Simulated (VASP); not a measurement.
# MgBe (P1) in VASP: further runs

The runs below take MgBe through single point, with r2SCAN.

Everything below comes from runs of VASP 6.6.1. Logs are shortened: lines on timing, memory, paths and dates and some standing lists are left out, and cuts for length are marked.

### 1 The cell of the first run

The typed cell holds 2 atoms: a = 2.400 Å, b = 2.400 Å, c = 4.901 Å, α = 90.00°, β = 90.00°, γ = 120.00°.

### 2 Single point, r2SCAN

File POSCAR:

```
MgBe
1.0
    2.3995486400      0.0000000000      0.0000000000
   -1.1997743200      2.0780700800      0.0000000000
    0.0000000000      0.0000000000      4.9009135800
Mg Be
1 1
Direct
   -0.0026840000      0.0081470000      0.0450920000
   -0.0093910000     -0.0135330000      0.5920960000
```

File INCAR.step1:

```
SYSTEM = MgBe
PREC = Accurate
ENCUT = 520
ISMEAR = 0
SIGMA = 0.1
LREAL = .FALSE.
LASPH = .TRUE.
NELM = 60
NBANDS = 9
GGA = PE
ALGO = Normal
EDIFF = 1E-4
LWAVE = .TRUE.
LCHARG = .FALSE.
```

File INCAR.step2:

```
SYSTEM = MgBe
PREC = Accurate
ENCUT = 520
EDIFF = 1E-7
ISMEAR = 0
SIGMA = 0.1
LREAL = .FALSE.
LASPH = .TRUE.
NELM = 60
ALGO = Normal
ISIF = 2
LWAVE = .FALSE.
LCHARG = .FALSE.
METAGGA = R2SCAN
LMIXTAU = .TRUE.
NBANDS = 9
ISTART = 1
```

File KPOINTS:

```
Automatic mesh
0
G
  14 14 6
  0 0 0
```

Potentials or basis: VASP PAW PBE potentials, release 64 (Mg, Be).

The run is started by

```console
> cat potpaw_PBE.64/Mg/POTCAR potpaw_PBE.64/Be/POTCAR > POTCAR
> cp INCAR.step1 INCAR
> mpirun -np 1 vasp_std > vasp.out
> cp INCAR.step2 INCAR
> mpirun -np 1 vasp_std > vasp.out
```

OUTCAR:

```text
SYSTEM = MgBe
   PREC = Accurate
   ENCUT = 520
   EDIFF = 1E-7
   ISMEAR = 0
   LREAL = .FALSE.
   LASPH = .TRUE.
   NELM = 60
   ISIF = 2
   METAGGA = R2SCAN
   ISTART = 1

 ion  position               nearest neighbor table
   1  0.997  0.008  0.045-   2 2.22   2 2.68
   2  0.991  0.986  0.592-   1 2.22   1 2.68

  LATTYP: Found a hexagonal cell.
 ALAT       =     2.3995486400
 C/A-ratio  =     2.0424314383

  Lattice vectors:

 A1 = (   2.3995486400,   0.0000000000,   0.0000000000)
 A2 = (  -1.1997743200,   2.0780700800,   0.0000000000)
 A3 = (   0.0000000000,   0.0000000000,   4.9009135800)

Analysis of symmetry for initial positions (statically):
=====================================================================
 Subroutine PRICEL returns:
 Original cell was already a primitive cell.

 Routine SETGRP: Setting up the symmetry group for a
 hexagonal supercell.

 Subroutine GETGRP returns: Found  1 space group operations
 (whereof  1 operations were pure point group operations)
 out of a pool of 24 trial point group operations.

The static configuration has the point symmetry C_1 .

Analysis of symmetry for dynamics (positions and initial velocities):
=====================================================================
 Subroutine PRICEL returns:
 Original cell was already a primitive cell.

 Routine SETGRP: Setting up the symmetry group for a
 hexagonal supercell.

 Subroutine GETGRP returns: Found  1 space group operations
 (whereof  1 operations were pure point group operations)
 out of a pool of 24 trial point group operations.

The dynamic configuration has the point symmetry C_1 .

 Subroutine INISYM returns: Found  1 space group operations
 (whereof  1 operations are pure point group operations),
 and found     1 'primitive' translations

----------------------------------------------------------------------------------------

                                     Primitive cell

  volume of cell :      24.4381

  direct lattice vectors                    reciprocal lattice vectors
     2.399548640  0.000000000  0.000000000     0.416745043  0.240607862  0.000000000
    -1.199774320  2.078070080  0.000000000     0.000000000  0.481215725  0.000000000
     0.000000000  0.000000000  4.900913580     0.000000000  0.000000000  0.204043590

  length of vectors
     2.399548640  2.399548640  4.900913580     0.481215725  0.481215725  0.204043590

  position of ions in fractional coordinates (direct lattice)
     0.997316000  0.008147000  0.045092000
     0.990609000  0.986467000  0.592096000

  ion indices of the primitive-cell ions
   primitive index   ion index
                 1           1
                 2           2

----------------------------------------------------------------------------------------

 KPOINTS: Automatic mesh

Automatic generation of k-mesh.
 Grid dimensions read from file:
 generate k-points for:   14   14    6

 Generating k-lattice:

  Cartesian coordinates                     Fractional coordinates (reciprocal lattice)
     0.029767503  0.017186276  0.000000000     0.071428571  0.000000000  0.000000000
     0.000000000  0.034372552  0.000000000     0.000000000  0.071428571  0.000000000
     0.000000000  0.000000000  0.034007265     0.000000000  0.000000000  0.166666667

  Length of vectors
     0.034372552  0.034372552  0.034007265

  Shift w.r.t. Gamma in fractional coordinates (k-lattice)
     0.000000000  0.000000000  0.000000000

 Subroutine IBZKPT returns following result:
 ===========================================

 Found    592 irreducible k-points:

 Following reciprocal coordinates:
            Coordinates               Weight
  0.000000  0.000000  0.000000      1.000000
  0.071429  0.000000  0.000000      2.000000
  0.000000  0.071429  0.000000      2.000000
 -0.071429  0.071429  0.000000      2.000000
  0.142857  0.000000  0.000000      2.000000
  0.000000  0.142857  0.000000      2.000000
[... 16 lines left out ...]
  0.071429  0.071429  0.000000      2.000000
 -0.071429  0.142857  0.000000      2.000000
 [... further k-points ...]
   k-points           NKPTS =    592   k-points in BZ     NKDIM =    592   number of bands    NBANDS=      9
   number of dos      NEDOS =    301   number of ions     NIONS =      2
   total plane-waves  NPLWV =  11664
   dimension x,y,z NGX =    18 NGY =   18 NGZ =   36
   dimension x,y,z NGXF=    36 NGYF=   36 NGZF=   72
   ions per type =               1   1
   NGX,Y,Z   is equivalent  to a cutoff of  12.47, 12.47, 12.21 a.u.
   NGXF,Y,Z  is equivalent  to a cutoff of  24.94, 24.94, 24.42 a.u.
 SYSTEM =  MgBe
   PREC   = accura    normal or accurate (medium, high low for compatibility)
   ISTART =      1    job   : 0-new  1-cont  2-samecut
   ICHARG =      0    charge: 1-file 2-atom 10-const
   ISPIN  =      1    spin polarized calculation?
   LNONCOLLINEAR =      F non collinear calculations
   LSORBIT =      F    spin-orbit coupling
   LASPH  =      T    aspherical Exc in radial PAW
   ENCUT  =  520.0 eV  38.22 Ry    6.18 a.u.   4.46  4.46  9.11*2*pi/ulx,y,z
   NELM   =     60;   NELMIN=  2; NELMDL=  0     # of ELM steps
   EDIFF  = 0.1E-06   stopping-criterion for ELM
   LREAL  =      F    real-space projection
   EDIFFG = 0.1E-05   stopping-criterion for IOM
   NSW    =      0    number of steps for IOM
   IBRION =     -1    ionic relax: 0-MD 1-quasi-New 2-CG
   NFREE  =      0    steps in history (QN), initial steepest desc. (CG)
   ISIF   =      2    stress and relaxation
   ISYM   =      2    0-nonsym 1-usesym 2-fastsym
   POTIM  = 0.5000    time-step for ionic-motion
   TEBEG  =    0.0;   TEEND  =   0.0 temperature during run
   PSTRESS=    0.0 pullay stress
   NELECT =       4.0000    total number of electrons
   NUPDOWN=      -1.0000    fix difference up-down
   EMIN   =  10.00;   EMAX   =-10.00  energy-range for DOS
   EFERMI =   0.00;   METHOD = LEGACY
   ISMEAR =     0;   SIGMA  =   0.10  broadening in eV -4-tet -1-fermi 0-gaus
   EFERMI_NEDOS =   21; number of points for ismear=-14 and -15
   IALGO  =     38    algorithm
   IMIX   =      4    mixing-type and parameters
     AMIX     =   0.40;   BMIX     =  1.00
     AMIX_MAG =   1.60;   BMIX_MAG =  1.00
  volume/ion in A,a.u.               =      12.22        82.46
  Fermi-wavevector in a.u.,A,eV,Ry     =   0.895514  1.692277 10.911138  0.801946
  Thomas-Fermi vector in A             =   2.017856
   LORBIT       =      0    0 simple, 1 ext, 2 COOP (PROOUT), +10 PAW based schemes
   METAGGA = R2SCAN    functional components
   LHFCALC =     F    Hartree Fock is set to
   AEXX    =    0.0000 exact exchange contribution
   IVDW    =     0    specifies the selected vdW correction
   LEPSILON=     F    determine dielectric tensor
   LRPA    =     F    only Hartree local field effects (RPA)
 non-spin polarized calculation
 Gauss-broadening in eV      SIGMA  =   0.10
  energy-cutoff  :      520.00
  volume of cell :       24.44
 maximum number of plane-waves:       682
 NGX is ok and might be reduce to    18
   NGX =  9   NGY =  9   NGZ = 19

 number of electron       4.0000000 magnetization

 Free energy of the ion-electron system (eV)
  ---------------------------------------------------
  ext. energy  EPLUGINS =         0.00000000
  ---------------------------------------------------
  free energy    TOTEN  =        -5.54591911 eV

  energy without entropy =       -5.54171514  energy(sigma->0) =       -5.54381712

 E-fermi :   5.5390     XC(G=0): -10.6139

 val. band max:        5.5323714570   @ k =   0.0000   0.5000   0.3333
 cond. band min:       5.5451574843   @ k =   0.5000   0.0000   0.5000
 fundamental gap:      0.0127860273
 Fermi energy:         5.5389622463

 k-point     1 :       0.0000    0.0000    0.0000
  band No.  band energies     occupation
      1      -4.8122      2.00000
      2       0.7175      2.00000
      3       1.9180      2.00000
      4      17.0119      0.00000
      5      19.5659      0.00000
      6      22.1288      0.00000
      7      22.1301      0.00000
      8      25.9509      0.00000
      9      25.9525      0.00000

 k-point     2 :       0.0714    0.0000    0.0000
  band No.  band energies     occupation
      1      -4.6411      2.00000
      2       0.8916      2.00000
      3       2.0725      2.00000
      4      17.0613      0.00000
      5      19.3028      0.00000
      6      21.5768      0.00000
      7      21.6920      0.00000
      8      24.0119      0.00000
      9      26.0993      0.00000

 k-point     3 :       0.0000    0.0714    0.0000
  band No.  band energies     occupation
      1      -4.6411      2.00000
      2       0.8916      2.00000
      3       2.0725      2.00000
      4      17.0616      0.00000
      5      19.3034      0.00000
      6      21.5914      0.00000
      7      21.6758      0.00000
      8      24.0115      0.00000
      9      26.1012      0.00000

 k-point     4 :      -0.0714    0.0714    0.0000
  band No.  band energies     occupation
      1      -4.6411      2.00000
      2       0.8916      2.00000
      3       2.0725      2.00000
      4      17.0614      0.00000
      5      19.3030      0.00000
      6      21.5824      0.00000
      7      21.6857      0.00000
      8      24.0117      0.00000
      9      26.1001      0.00000
[... 205 lines left out ...]
 k-point    22 :       0.5000    0.5000    0.0000
  band No.  band energies     occupation
      1       1.9939      2.00000
      2       4.8171      2.00000
      3       7.4909      0.00000
      4       8.6114      0.00000
      5       9.9410      0.00000
      6      11.7811      0.00000
      7      16.8589      0.00000
      8      20.3404      0.00000
      9      24.3954      0.00000

 k-point    23 :       0.0714    0.0714    0.0000
  band No.  band energies     occupation
      1      -4.3007      2.00000
      2       1.2397      2.00000
      3       2.3792      2.00000
      4      17.0554      0.00000
      5      18.7496      0.00000
      6      19.8028      0.00000
      7      21.6987      0.00000
      8      22.4555      0.00000
      9      26.0983      0.00000

 k-point    24 :      -0.0714    0.1429    0.0000
  band No.  band energies     occupation
      1      -4.3007      2.00000
      2       1.2397      2.00000
      3       2.3792      2.00000
      4      17.0558      0.00000
      5      18.7503      0.00000
      6      19.8024      0.00000
      7      21.6982      0.00000
      8      22.4547      0.00000
      9      26.1007      0.00000

 [... further k-points ...]

------------------------ aborting loop because EDIFF is reached ----------------------------------------

  FORCE on cell =-STRESS in cart. coord.  units (eV):
  Direction    XX          YY          ZZ          XY          YZ          ZX
  --------------------------------------------------------------------------------------
  -------------------------------------------------------------------------------------
  Total        6.0026146      6.0105918      3.2495367     -0.0015576      0.1447351     -0.0319008
  in kB      393.5358045    394.0587931    213.0420050     -0.1021204      9.4889392     -2.0914402
  external PRESSURE =     333.5455342 kB  Pullay stress =       0.0000000 kB

 VOLUME and BASIS-vectors are now :
 -----------------------------------------------------------------------------
  energy-cutoff  :      520.00
  volume of cell :       24.44
      direct lattice vectors                 reciprocal lattice vectors
     2.399548640  0.000000000  0.000000000     0.416745043  0.240607862  0.000000000
    -1.199774320  2.078070080  0.000000000     0.000000000  0.481215725  0.000000000
     0.000000000  0.000000000  4.900913580     0.000000000  0.000000000  0.204043590

 POSITION                                       TOTAL-FORCE (eV/Angst)
 -----------------------------------------------------------------------------------
      2.38333      0.01693      0.22099        -0.024349      0.108650      1.741323
      1.19348      2.04995      2.90181         0.024349     -0.108650     -1.741323
 -----------------------------------------------------------------------------------
    total drift:                               -0.001036      0.000956      0.000149

  FREE ENERGIE OF THE ION-ELECTRON SYSTEM (eV)
  ---------------------------------------------------
  free  energy   TOTEN  =        -5.5459191064 eV

  energy  without entropy=       -5.5417151431  energy(sigma->0) =       -5.54381712
```

It took 11 min on 1 thread of Oxide Virtual Turin-like, shared host; peak memory 0.24 GiB.

What came out:

```
Free energy            : -5.5459 eV
Pressure               : 33.4 GPa
Largest force          : 1.745 eV/Å
Band gap on the k mesh : zero (bands 2 and 3 overlap by 5.08 eV)
```

Forces in eV/Å, atoms in the order of the input:
```
Mg  -0.024  0.109  1.741
Be   0.024 -0.109 -1.741
```

Levels at points of the mesh, in eV from the Fermi level:
```csv
k point,band 1,band 2,band 3,band 4,band 5
"(0.00, 0.00, 0.00)",-10.35,-4.82,-3.62,11.47,14.03
"(0.50, 0.00, 0.00)",-3.55,-0.72,1.95,3.07,4.40
"(0.00, 0.50, 0.00)",-3.54,-0.73,1.96,3.07,4.41
"(0.50, 0.50, 0.00)",-3.55,-0.72,1.95,3.07,4.40
"(0.00, 0.00, 0.50)",-9.33,-8.19,1.74,4.37,16.56
"(0.50, 0.00, 0.50)",-2.95,-0.54,0.01,1.26,8.23
"(0.00, 0.50, 0.50)",-2.95,-0.55,0.02,1.26,8.23
"(0.50, 0.50, 0.50)",-2.95,-0.55,0.01,1.26,8.23
```

Caveat: the stress differs along the axes, from 21 to 39 GPa; the PAW data sets were made with another functional, which shifts forces and pressure a little.

### 3 Single point, r2SCAN

POSCAR is that of step 2.

File INCAR.step1:

```
SYSTEM = MgBe
PREC     = Accurate       ! precision mode
ENCUT    = 520            ! plane-wave cutoff, eV
ISMEAR   = 0              ! smearing method
SIGMA    = 0.1            ! smearing width, eV
LREAL    = .False.        ! projectors in reciprocal space
LASPH    = .True.         ! aspherical terms in the spheres
NELM     = 80             ! most SCF steps
NBANDS   = 9              ! bands
GGA      = PE             ! functional
ALGO     = Normal         ! electronic algorithm
EDIFF    = 1E-4           ! SCF threshold, eV
LWAVE    = .True.         ! write WAVECAR
LCHARG   = .False.        ! write CHGCAR
```

File INCAR.step2:

```
SYSTEM = MgBe
PREC     = Accurate       ! precision mode
ENCUT    = 520            ! plane-wave cutoff, eV
EDIFF    = 1E-6           ! SCF threshold, eV
ISMEAR   = 0              ! smearing method
SIGMA    = 0.1            ! smearing width, eV
LREAL    = .False.        ! projectors in reciprocal space
LASPH    = .True.         ! aspherical terms in the spheres
NELM     = 80             ! most SCF steps
ALGO     = Normal         ! electronic algorithm
ISIF     = 2              ! what is computed and relaxed
LWAVE    = .False.        ! write WAVECAR
LCHARG   = .False.        ! write CHGCAR
METAGGA  = R2SCAN         ! meta-GGA
LMIXTAU  = .True.       
NBANDS   = 9              ! bands
ISTART   = 1
```

File KPOINTS:

```
regular mesh
0
Gamma
  17 17 8
  0 0 0
```

Potentials or basis: VASP PAW PBE potentials, release 64 (Mg, Be).

The run is started by

```console
> cat potpaw_PBE.64/Mg/POTCAR potpaw_PBE.64/Be/POTCAR > POTCAR
> cp INCAR.step1 INCAR
> mpirun -np 1 vasp_std > vasp.out
> cp INCAR.step2 INCAR
> mpirun -np 1 vasp_std > vasp.out
```

Wall time 12 min (1 thread of Oxide Virtual Turin-like, shared host); peak memory 0.37 GiB.

The run converged. Its results:

```
Free energy            : -5.5521 eV
Pressure               : 33.3 GPa
Largest force          : 1.741 eV/Å
Band gap on the k mesh : zero (bands 2 and 3 overlap by 5.39 eV)
```

Forces in eV/Å, atoms in the order of the input:
```
Mg  -0.024  0.107  1.738
Be   0.024 -0.107 -1.738
```

Stress tensor (GPa, compression positive):
```
38.89 -0.01 -0.20
-0.01 38.94  0.90
-0.20  0.90 21.99
```

Levels at points of the mesh, in eV from the Fermi level:
```csv
k point,band 1,band 2,band 3,band 4,band 5
"(0.00, 0.00, 0.00)",-10.35,-4.82,-3.62,11.48,14.03
"(0.00, 0.00, 0.50)",-9.33,-8.18,1.74,4.37,16.57
```

Caveat: the stress differs along the axes, from 22 to 39 GPa; the PAW data sets were made with another functional, which shifts forces and pressure a little.

The gap in the log of VASP goes by the Fermi energy; the results here count the filled bands.